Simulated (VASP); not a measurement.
# MgS in VASP: a series of runs, part 2 of 2

VASP 6.6.1. Earlier steps stand in the parts before.

### 3 Electric field gradients, PBEsol (equal xx and yy strain of -2 %)

File INCAR:

```
ALGO = Normal
EDIFF = 1E-8
ENCUT = 520
GGA = PS
ISIF = 2
ISMEAR = -1
LASPH = True
LCHARG = False
LEFG = True
LREAL = False
LWAVE = False
NBANDS = 11
NELM = 100
PREC = Accurate
SIGMA = 0.03
```

File KPOINTS:

```
k-points
0
Gamma
  10 10 10
```

File POSCAR:

```
MgS
1.0
    0.0000000000      2.5496170000      2.6016500000
    2.5496170000      0.0000000000      2.6016500000
    2.5496170000      2.5496170000      0.0000000000
Mg S
1 1
Direct
    0.0000000000      0.0000000000      0.0000000000
    0.5000000000      0.5000000000      0.5000000000
```

Potentials or basis: VASP PAW PBE potentials, release 64 (Mg, S).

The run is started by

```sh
cat potpaw_PBE.64/Mg/POTCAR potpaw_PBE.64/S/POTCAR > POTCAR
mpirun -np 1 vasp_std > vasp.out
```

OUTCAR:

```text
EDIFF = 1E-8
   ENCUT = 520
   GGA = PS
   ISIF = 2
   ISMEAR = -1
   LASPH = True
   LREAL = False
   NELM = 100
   PREC = Accurate

 ion  position               nearest neighbor table
   1  0.000  0.000  0.000-   2 2.55   2 2.55   2 2.55   2 2.55   2 2.60   2 2.60
   2  0.500  0.500  0.500-   1 2.55   1 2.55   1 2.55   1 2.55   1 2.60   1 2.60

  LATTYP: Found a body centered tetragonal cell.
 ALAT       =     3.6057029403
 C/A-ratio  =     1.4430750636

  Lattice vectors:

 A1 = (  -2.5496170000,   0.0000000000,   2.6016500000)
 A2 = (   2.5496170000,   0.0000000000,   2.6016500000)
 A3 = (   0.0000000000,   2.5496170000,  -2.6016500000)

Analysis of symmetry for initial positions (statically):
=====================================================================
 Subroutine PRICEL returns:
 Original cell was already a primitive cell.

 Routine SETGRP: Setting up the symmetry group for a
 body centered tetragonal supercell.

 Subroutine GETGRP returns: Found 16 space group operations
 (whereof 16 operations were pure point group operations)
 out of a pool of 16 trial point group operations.

The static configuration has the point symmetry D_4h.

Analysis of symmetry for dynamics (positions and initial velocities):
=====================================================================
 Subroutine PRICEL returns:
 Original cell was already a primitive cell.

 Routine SETGRP: Setting up the symmetry group for a
 body centered tetragonal supercell.

 Subroutine GETGRP returns: Found 16 space group operations
 (whereof 16 operations were pure point group operations)
 out of a pool of 16 trial point group operations.

The dynamic configuration has the point symmetry D_4h.

 Subroutine INISYM returns: Found 16 space group operations
 (whereof 16 operations are pure point group operations),
 and found     1 'primitive' translations

----------------------------------------------------------------------------------------

                                     Primitive cell

  volume of cell :      33.8243

  direct lattice vectors                    reciprocal lattice vectors
     0.000000000  2.549617000  2.601650000    -0.196107886  0.196107886  0.192185728
     2.549617000  0.000000000  2.601650000     0.196107886 -0.196107886  0.192185728
     2.549617000  2.549617000  0.000000000     0.196107886  0.196107886 -0.192185728

  length of vectors
     3.642681645  3.642681645  3.605702940     0.337419561  0.337419561  0.337419561

  position of ions in fractional coordinates (direct lattice)
     0.000000000  0.000000000  0.000000000
     0.500000000  0.500000000  0.500000000

  ion indices of the primitive-cell ions
   primitive index   ion index
                 1           1
                 2           2

----------------------------------------------------------------------------------------

 KPOINTS: k-points

Automatic generation of k-mesh.
[... 74 lines left out ...]
   POTIM  = 0.5000    time-step for ionic-motion
   TEBEG  =    0.0;   TEEND  =   0.0 temperature during run
   PSTRESS=    0.0 pullay stress
   NELECT =       8.0000    total number of electrons
   NUPDOWN=      -1.0000    fix difference up-down
   EMIN   =  10.00;   EMAX   =-10.00  energy-range for DOS
   EFERMI =   0.00;   METHOD = LEGACY
   ISMEAR =    -1;   SIGMA  =   0.03  broadening in eV -4-tet -1-fermi 0-gaus
   EFERMI_NEDOS =   21; number of points for ismear=-14 and -15
   IALGO  =     38    algorithm
   IMIX   =      4    mixing-type and parameters
     AMIX     =   0.40;   BMIX     =  1.00
     AMIX_MAG =   1.60;   BMIX_MAG =  1.00
  volume/ion in A,a.u.               =      16.91       114.13
  Fermi-wavevector in a.u.,A,eV,Ry     =   1.012423  1.913202 13.945970  1.025000
  Thomas-Fermi vector in A             =   2.145531
   LORBIT       =      0    0 simple, 1 ext, 2 COOP (PROOUT), +10 PAW based schemes
   GGA     = PS    functional components
   LHFCALC =     F    Hartree Fock is set to
   AEXX    =    0.0000 exact exchange contribution
   IVDW    =     0    specifies the selected vdW correction
   LEPSILON=     F    determine dielectric tensor
   LRPA    =     F    only Hartree local field effects (RPA)
 non-spin polarized calculation
  energy-cutoff  :      520.00
  volume of cell :       33.82
 maximum number of plane-waves:       926
   NGX = 13   NGY = 13   NGZ = 13

 number of electron       7.9999999 magnetization

 Free energy of the ion-electron system (eV)
  ---------------------------------------------------
  ext. energy  EPLUGINS =         0.00000000
  ---------------------------------------------------
  free energy    TOTEN  =        -9.06574292 eV

  energy without entropy =       -9.06574292  energy(sigma->0) =       -9.06574292

 E-fermi :   4.6178     XC(G=0): -10.0043

 val. band max:        4.0989564167   @ k =   0.0000   0.0000   0.0000
 cond. band min:       6.7963917864   @ k =   0.5000   0.0000   0.5000
 fundamental gap:      2.6974353697
 Fermi energy:         4.6178062219

 k-point     1 :       0.0000    0.0000    0.0000
  band No.  band energies     occupation
      1      -8.8789      2.00000
      2       4.0150      2.00000
      3       4.0150      2.00000
      4       4.0990      2.00000
      5       7.9598      0.00000
      6      11.7287      0.00000
      7      11.9439      0.00000
      8      11.9439      0.00000
      9      14.2509      0.00000
     10      14.5428      0.00000
     11      16.4378      0.00000
[... 309 lines left out ...]
 k-point    24 :       0.4000    0.3000    0.0000
  band No.  band energies     occupation
      1      -7.5190      2.00000
      2       0.2491      2.00000
      3       2.3037      2.00000
      4       2.6307      2.00000
      5       8.0409      0.00000
      6       9.1027      0.00000
      7      13.6587      0.00000
      8      14.7360      0.00000
      9      16.4075      0.00000
     10      17.4683      0.00000
     11      20.7966      0.00000

 [... further k-points ...]
[... 5 lines left out ...]
  --------------------------------------------------------------------------------------
  -------------------------------------------------------------------------------------
  Total        0.6440683      0.6440683      0.1074073      0.0000000      0.0000000      0.0000000
  in kB       30.5080026     30.5080026      5.0876325      0.0000000      0.0000000      0.0000000
  external PRESSURE =      22.0345459 kB  Pullay stress =       0.0000000 kB

 VOLUME and BASIS-vectors are now :
 -----------------------------------------------------------------------------
  energy-cutoff  :      520.00
  volume of cell :       33.82
      direct lattice vectors                 reciprocal lattice vectors
     0.000000000  2.549617000  2.601650000    -0.196107886  0.196107886  0.192185728
     2.549617000  0.000000000  2.601650000     0.196107886 -0.196107886  0.192185728
     2.549617000  2.549617000  0.000000000     0.196107886  0.196107886 -0.192185728

 POSITION                                       TOTAL-FORCE (eV/Angst)
 -----------------------------------------------------------------------------------
      0.00000      0.00000      0.00000         0.000000      0.000000      0.000000
      2.54962      2.54962      2.60165        -0.000000     -0.000000      0.000000
 -----------------------------------------------------------------------------------
    total drift:                                0.000000      0.000000      0.000000

  FREE ENERGIE OF THE ION-ELECTRON SYSTEM (eV)
  ---------------------------------------------------
  free  energy   TOTEN  =        -9.0657429182 eV

  energy  without entropy=       -9.0657429182  energy(sigma->0) =       -9.06574292

 Electric field gradients (V/A^2)
---------------------------------------------------------------------
 ion       V_xx      V_yy      V_zz      V_xy      V_xz      V_yz
---------------------------------------------------------------------
   1      -1.727    -1.727     3.454     0.000     0.000     0.000
   2      -1.094    -1.094     2.189    -0.000    -0.000    -0.000
---------------------------------------------------------------------

 Electric field gradients after diagonalization (V/A^2)
 (convention: |V_zz| > |V_xx| > |V_yy|)
----------------------------------------------------------------------
 ion       V_xx      V_yy      V_zz     asymmetry (V_yy - V_xx)/ V_zz
----------------------------------------------------------------------
   1      -1.727    -1.727     3.454       0.000
   2      -1.095    -1.094     2.189       0.000
----------------------------------------------------------------------

           NMR quadrupolar parameters

 Cq : quadrupolar parameter    Cq=e*Q*V_zz/h
 eta: asymmetry parameters     (V_yy - V_xx)/ V_zz
 Q  : nuclear electric quadrupole moment in mb (millibarn)
----------------------------------------------------------------------
 ion       Cq(MHz)       eta       Q (mb)
----------------------------------------------------------------------
   1       0.008       0.000       1.000
   2       0.005       0.000       1.000
----------------------------------------------------------------------
```

Run time: 38 s. Hardware: 1 thread of Intel Xeon Platinum 8259CL at 2.50GHz (Skylake/Cascade Lake), shared host; peak memory 0.18 GiB.

What came out:

| Quantity | Value |
| --- | --- |
| Free energy | -9.0657 eV |
| Pressure | 2.2 GPa |
| Band gap on the k mesh | 2.70 eV, indirect (least direct gap 3.86 eV) |

Levels at points of the mesh, in eV from the valence-band top:
```
           k point  band 1  band 2  band 3  band 4  band 5  band 6  band 7  band 8
(0.00, 0.00, 0.00)  -12.98   -0.08   -0.08    0.00    3.86    7.63    7.84    7.84
(0.50, 0.00, 0.00)  -11.54   -5.17   -0.74   -0.67    4.40    6.72    6.93   10.45
(0.50, 0.50, 0.00)  -11.19   -4.55   -1.79   -1.79    2.81    4.11   12.08   12.85
(0.50, 0.00, 0.50)  -11.11   -4.52   -1.98   -1.80    2.70    4.04   12.28   12.89
```

Electric field gradients, principal values (V/Å²):
| atom | least | middle | greatest (by size) |
| --- | --- | --- | --- |
| 1 Mg | -1.727 | -1.727 | 3.454 |
| 2 S | -1.094 | -1.095 | 2.189 |

Caveat: the cell differs from its parent crystal (equal xx and yy strain of -2 %); without QUAD_EFG the Cq values of the log hold for a quadrupole moment of 1 mb, not for the nuclei; the PAW data sets were made with another functional, which shifts forces and pressure a little.

### 4 Electric field gradients, PBEsol (zz strain of -2 %)

File INCAR:

```
SYSTEM = MgS
PREC = Accurate
ENCUT = 520
EDIFF = 1E-8
ISMEAR = -1
SIGMA = 0.03
LREAL = .FALSE.
LASPH = .TRUE.
NELM = 60
ALGO = Normal
ISIF = 2
LWAVE = .FALSE.
LCHARG = .FALSE.
GGA = PS
LEFG = .TRUE.
NBANDS = 11
```

File KPOINTS:

```
regular mesh
0
G
  10 10 10
  0 0 0
```

File POSCAR:

```
MgS
1.0
    0.0000000000      2.6016500000      2.5496170000
    2.6016500000      0.0000000000      2.5496170000
    2.6016500000      2.6016500000      0.0000000000
Mg S
1 1
Direct
    0.0000000000      0.0000000000      0.0000000000
    0.5000000000      0.5000000000      0.5000000000
```

Potentials or basis: VASP PAW PBE potentials, release 64 (Mg, S).

The run is started by

```sh
cat potpaw_PBE.64/Mg/POTCAR potpaw_PBE.64/S/POTCAR > POTCAR
mpirun -np 1 vasp_std > vasp.out
```

OUTCAR:

```text
SYSTEM = MgS
   PREC = Accurate
   ENCUT = 520
   EDIFF = 1E-8
   ISMEAR = -1
   LREAL = .FALSE.
   LASPH = .TRUE.
   NELM = 60
   ISIF = 2
   GGA = PS

 ion  position               nearest neighbor table
   1  0.000  0.000  0.000-   2 2.55   2 2.55   2 2.60   2 2.60   2 2.60   2 2.60
   2  0.500  0.500  0.500-   1 2.55   1 2.55   1 2.60   1 2.60   1 2.60   1 2.60

  LATTYP: Found a body centered tetragonal cell.
 ALAT       =     3.6792887145
 C/A-ratio  =     1.3859292911

  Lattice vectors:

 A1 = (   0.0000000000,  -2.6016500000,  -2.5496170000)
 A2 = (   0.0000000000,   2.6016500000,  -2.5496170000)
 A3 = (   2.6016500000,   0.0000000000,   2.5496170000)

Analysis of symmetry for initial positions (statically):
=====================================================================
 Subroutine PRICEL returns:
 Original cell was already a primitive cell.

 Routine SETGRP: Setting up the symmetry group for a
 body centered tetragonal supercell.

 Subroutine GETGRP returns: Found 16 space group operations
 (whereof 16 operations were pure point group operations)
 out of a pool of 16 trial point group operations.

The static configuration has the point symmetry D_4h.

Analysis of symmetry for dynamics (positions and initial velocities):
=====================================================================
 Subroutine PRICEL returns:
 Original cell was already a primitive cell.

 Routine SETGRP: Setting up the symmetry group for a
 body centered tetragonal supercell.

 Subroutine GETGRP returns: Found 16 space group operations
 (whereof 16 operations were pure point group operations)
[... 165 lines left out ...]
      8      11.8417      0.00000
      9      14.0473      0.00000
     10      14.3307      0.00000
     11      16.2050      0.00000
[... 309 lines left out ...]
 k-point    24 :       0.4000    0.3000    0.0000
  band No.  band energies     occupation
      1      -7.5570      2.00000
      2       0.1105      2.00000
      3       2.1231      2.00000
      4       2.3832      2.00000
      5       7.7541      0.00000
      6       8.8692      0.00000
      7      13.4353      0.00000
      8      14.3103      0.00000
      9      15.9618      0.00000
     10      17.1478      0.00000
     11      20.7590      0.00000

 [... further k-points ...]
[... 5 lines left out ...]
  --------------------------------------------------------------------------------------
  -------------------------------------------------------------------------------------
  Total       -0.0660391     -0.0660391      0.4551317      0.0000000      0.0000000      0.0000000
  in kB       -3.0655536     -3.0655536     21.1273466      0.0000000      0.0000000      0.0000000
  external PRESSURE =       4.9987464 kB  Pullay stress =       0.0000000 kB

 VOLUME and BASIS-vectors are now :
 -----------------------------------------------------------------------------
  energy-cutoff  :      520.00
  volume of cell :       34.51
      direct lattice vectors                 reciprocal lattice vectors
     0.000000000  2.601650000  2.549617000    -0.192185728  0.192185728  0.196107886
     2.601650000  0.000000000  2.549617000     0.192185728 -0.192185728  0.196107886
     2.601650000  2.601650000  0.000000000     0.192185728  0.192185728 -0.196107886

 POSITION                                       TOTAL-FORCE (eV/Angst)
 -----------------------------------------------------------------------------------
      0.00000      0.00000      0.00000         0.000000     -0.000000     -0.000000
      2.60165      2.60165      2.54962        -0.000000      0.000000      0.000000
 -----------------------------------------------------------------------------------
    total drift:                                0.000000      0.000000      0.000000

  FREE ENERGIE OF THE ION-ELECTRON SYSTEM (eV)
  ---------------------------------------------------
  free  energy   TOTEN  =        -9.0715426002 eV

  energy  without entropy=       -9.0715426002  energy(sigma->0) =       -9.07154260

 Electric field gradients (V/A^2)
---------------------------------------------------------------------
 ion       V_xx      V_yy      V_zz      V_xy      V_xz      V_yz
---------------------------------------------------------------------
   1       1.734     1.734    -3.469     0.000     0.000     0.000
   2       0.966     0.966    -1.931    -0.000    -0.000    -0.000
---------------------------------------------------------------------

 Electric field gradients after diagonalization (V/A^2)
 (convention: |V_zz| > |V_xx| > |V_yy|)
----------------------------------------------------------------------
 ion       V_xx      V_yy      V_zz     asymmetry (V_yy - V_xx)/ V_zz
----------------------------------------------------------------------
   1       1.734     1.734    -3.469       0.000
   2       0.966     0.965    -1.931       0.000
----------------------------------------------------------------------

           NMR quadrupolar parameters

 Cq : quadrupolar parameter    Cq=e*Q*V_zz/h
 eta: asymmetry parameters     (V_yy - V_xx)/ V_zz
 Q  : nuclear electric quadrupole moment in mb (millibarn)
----------------------------------------------------------------------
 ion       Cq(MHz)       eta       Q (mb)
----------------------------------------------------------------------
   1      -0.008       0.000       1.000
   2      -0.005       0.000       1.000
----------------------------------------------------------------------
```

stdout:

```text
POSCAR found type information on POSCAR MgS
 POSCAR found :  2 types and       2 ions
 scaLAPACK will be used
 -----------------------------------------------------------------------------
|                                                                             |
|                                                                             |
|     You enforced a specific xc type in the INCAR file but a different       |
|     I HOPE YOU KNOW WHAT YOU ARE DOING!                                     |
|                                                                             |
 -----------------------------------------------------------------------------

 LDA part: xc-table for (Slater+PW92), standard interpolation
 POSCAR, INCAR and KPOINTS ok, starting setup
 FFT: planning ... GRIDC
 FFT: planning ... GRID_SOFT
 FFT: planning ... GRID
 WAVECAR not read
 entering main loop
ion   1

ion   2
```

Run time: 43 s. Hardware: 1 thread of Intel Xeon Platinum 8259CL at 2.50GHz (Skylake/Cascade Lake), shared host; peak memory 0.18 GiB.

What came out:

| Property | Result |
| --- | --- |
| Free energy | -9.0715 eV |
| Pressure | 0.5 GPa |
| Band gap on the k mesh | 2.65 eV, indirect (least direct gap 3.72 eV) |

Stress tensor (GPa, compression positive):
```
-0.31  0.00  0.00
 0.00 -0.31  0.00
 0.00  0.00  2.11
```

Levels at points of the mesh, in eV from the valence-band top:
```csv
k point,band 1,band 2,band 3,band 4,band 5,band 6,band 7,band 8,band 9
"(0.00, 0.00, 0.00)",-12.83,-0.09,0.00,0.00,3.72,7.74,7.74,7.96,10.16
"(0.50, 0.00, 0.00)",-11.45,-5.03,-0.68,-0.62,4.39,6.71,6.94,10.26,12.06
"(0.50, 0.50, 0.00)",-11.01,-4.38,-1.85,-1.85,2.65,4.10,12.18,12.89,13.35
"(0.50, 0.00, 0.50)",-11.08,-4.41,-1.84,-1.66,2.76,4.18,11.97,12.82,13.20
```

Electric field gradients, principal values (V/Å²):
```tsv
atom	least	middle	greatest (by size)
1 Mg	1.734	1.734	-3.469
2 S	0.965	0.966	-1.931
```

Caveat: the cell differs from its parent crystal (zz strain of -2 %); without QUAD_EFG the Cq values of the log hold for a quadrupole moment of 1 mb, not for the nuclei; the PAW data sets were made with another functional, which shifts forces and pressure a little. A k mesh can miss the band edges.

### 5 The runs side by side

| cell | gap on the mesh (eV) | pressure (GPa) |
| --- | --- | --- |
| a = 3.679 Å, angles 60.0°, 2 atoms | 2.70 | -1.1 |
| a = 3.643, b = 3.643, c = 3.606 Å, angles 60.3, 60.3, 59.3°, 2 atoms | 2.70 | 2.2 |
| a = 3.643, b = 3.643, c = 3.679 Å, angles 59.7, 59.7, 60.7°, 2 atoms | 2.65 | 0.5 |

Alike in all rows: task electric field gradients; level PBEsol; potentials or basis VASP PAW PBE potentials, release 64 (Mg, S); no spin polarisation; k mesh 10 × 10 × 10; cutoff (eV) 520; smearing fermi-dirac 0.03 eV.

Caveats: the PAW data sets were made with another functional, which shifts forces and pressure a little.

Absolute energies hang on the potentials; compare differences alone.
